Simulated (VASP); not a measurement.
Write the native input for VASP 6.6.1 that does the following.

| Property | Result |
| --- | --- |
| Task | band structure |
| Functional | LDA |
| Potentials or basis | VASP PAW LDA potentials, release 64 (Se, In_d) |
| Cutoff | 520 eV |
| k mesh | 9 × 9 × 1 |
| Occupations | gaussian, width 0.03 eV |
| Spin | no spin polarisation |
| Dipole correction | yes |
| Further INCAR settings | ALGO = Normal; EDIFF = 1e-07; NBANDS = 90 |

The structure of InSe lies in POSCAR:

```
InSe                                    
1.0
    4.0337196247      0.0000000000      0.0000000000
   -2.0168598124      3.4933036717      0.0000000000
    0.0000000000      0.0000000000     48.6777120000
  Se              In            
     8     8
Direct
     0.0000000000000000    0.0000000000000000    0.1879613740658175
     0.0000000000000000    0.0000000000000000    0.2984708069373011
     0.6666666699999979    0.3333333300000021    0.3592442793521323
     0.6666666699999979    0.3333333300000021    0.4695493995990765
     0.3333333300000021    0.6666666699999979    0.5304000122681644
     0.3333333300000021    0.6666666699999979    0.6407189986735632
     0.0000000000000000    0.0000000000000000    0.7015498445598262
     0.0000000000000000    0.0000000000000000    0.8120254402656581
     0.6666666699999979    0.3333333300000021    0.2145296517088998
     0.6666666699999979    0.3333333300000021    0.2719657563288863
     0.3333333300000021    0.6666666699999979    0.3856831119040713
     0.3333333300000021    0.6666666699999979    0.4430665811954216
     0.0000000000000000    0.0000000000000000    0.5568485498379343
     0.0000000000000000    0.0000000000000000    0.6142361524908783
     0.6666666699999979    0.3333333300000021    0.7280210031613085
     0.6666666699999979    0.3333333300000021    0.7854516276510725
```

These files were run (other wordings do the same):

INCAR

```
SYSTEM = InSe
ALGO = Normal ; DIPOL = 0.5 0.5 0.500
EDIFF = 1E-7 ; ENCUT = 520
IDIPOL = 3 ; ISIF = 2
ISMEAR = 0 ; KPAR = 8
LASPH = .True. ; LCHARG = .False.
LDIPOL = .True. ; LREAL = .False.
LVACPOTAV = .True. ; LVHAR = .True.
LWAVE = .False. ; NBANDS = 90
NELM = 80 ; PREC = Accurate
SIGMA = 0.03
```

KPOINTS

```
k-points
0
Gamma
  9 9 1
  0 0 0
```

KPOINTS_OPT

```
explicit points
67
Reciprocal
 0.0000000000  0.0000000000  0.0000000000 1
 0.0357142900  0.0000000000  0.0000000000 1
 0.0714285700  0.0000000000  0.0000000000 1
 0.1071428600  0.0000000000  0.0000000000 1
 0.1428571400  0.0000000000  0.0000000000 1
 0.1785714300  0.0000000000  0.0000000000 1
 0.2142857100  0.0000000000  0.0000000000 1
 0.2500000000  0.0000000000  0.0000000000 1
 0.2857142900  0.0000000000  0.0000000000 1
 0.3214285700  0.0000000000  0.0000000000 1
 0.3571428600  0.0000000000  0.0000000000 1
 0.3928571400  0.0000000000  0.0000000000 1
 0.4285714300  0.0000000000  0.0000000000 1
 0.4642857100  0.0000000000  0.0000000000 1
 0.5000000000  0.0000000000  0.0000000000 1
 0.4791666700  0.0416666700  0.0000000000 1
 0.4583333300  0.0833333300  0.0000000000 1
 0.4375000000  0.1250000000  0.0000000000 1
 0.4166666700  0.1666666700  0.0000000000 1
 0.3958333300  0.2083333300  0.0000000000 1
 0.3750000000  0.2500000000  0.0000000000 1
 0.3541666700  0.2916666700  0.0000000000 1
 0.3333333300  0.3333333300  0.0000000000 1
 0.3137254900  0.3137254900  0.0000000000 1
 0.2941176500  0.2941176500  0.0000000000 1
 0.2745098000  0.2745098000  0.0000000000 1
 0.2549019600  0.2549019600  0.0000000000 1
 0.2352941200  0.2352941200  0.0000000000 1
 0.2156862700  0.2156862700  0.0000000000 1
 0.1960784300  0.1960784300  0.0000000000 1
 0.1764705900  0.1764705900  0.0000000000 1
 0.1568627500  0.1568627500  0.0000000000 1
 0.1372549000  0.1372549000  0.0000000000 1
 0.1176470600  0.1176470600  0.0000000000 1
 0.0980392200  0.0980392200  0.0000000000 1
 0.0784313700  0.0784313700  0.0000000000 1
 0.0588235300  0.0588235300  0.0000000000 1
 0.0392156900  0.0392156900  0.0000000000 1
 0.0196078400  0.0196078400  0.0000000000 1
 0.0000000000  0.0000000000  0.0000000000 1
 0.0000000000  0.0000000000  0.0000000000 1
 0.0076394400 -0.0038197200  0.0000000000 1
-0.0076394400  0.0038197200  0.0000000000 1
 0.0222816900 -0.0111408500  0.0000000000 1
-0.0222816900  0.0111408500  0.0000000000 1
-0.0000000000  0.0066159500  0.0000000000 1
 0.0000000000 -0.0066159500  0.0000000000 1
-0.0000000000  0.0192965100  0.0000000000 1
 0.0000000000 -0.0192965100  0.0000000000 1
 0.5000000000  0.0000000000  0.0000000000 1
 0.5076394400 -0.0038197200  0.0000000000 1
 0.4923605600  0.0038197200  0.0000000000 1
 0.5222816900 -0.0111408500  0.0000000000 1
 0.4777183100  0.0111408500  0.0000000000 1
 0.5000000000  0.0066159500  0.0000000000 1
 0.5000000000 -0.0066159500  0.0000000000 1
 0.5000000000  0.0192965100  0.0000000000 1
 0.5000000000 -0.0192965100  0.0000000000 1
 0.3333333300  0.3333333300  0.0000000000 1
 0.3409727700  0.3295136100  0.0000000000 1
 0.3256938900  0.3371530500  0.0000000000 1
 0.3556150200  0.3221924800  0.0000000000 1
 0.3110516400  0.3444741800  0.0000000000 1
 0.3333333300  0.3399492800  0.0000000000 1
 0.3333333300  0.3267173800  0.0000000000 1
 0.3333333300  0.3526298400  0.0000000000 1
 0.3333333300  0.3140368200  0.0000000000 1
```

Potentials or basis: VASP PAW LDA potentials, release 64 (Se, In_d).

Run with:

```bash
$ cat potpaw_LDA.64/Se/POTCAR potpaw_LDA.64/In_d/POTCAR > POTCAR
$ mpirun -np 8 vasp_std > vasp.out
```

It gave:

```json
{
  "Largest force": "0.401 eV/Å",
  "Band gap on the k mesh": "0.51 eV (least direct gap 0.56 eV)",
  "Band gap along the path": "0.50 eV (least direct gap 0.56 eV)"
}
```

Caveat: spin-orbit coupling is left out, which moves the levels of the heavy elements.

It took 18 min on 8 MPI ranks on Intel(R) Xeon(R) 6975P-C (Granite Rapids) (shared host), peak memory 1.1 GiB a rank.
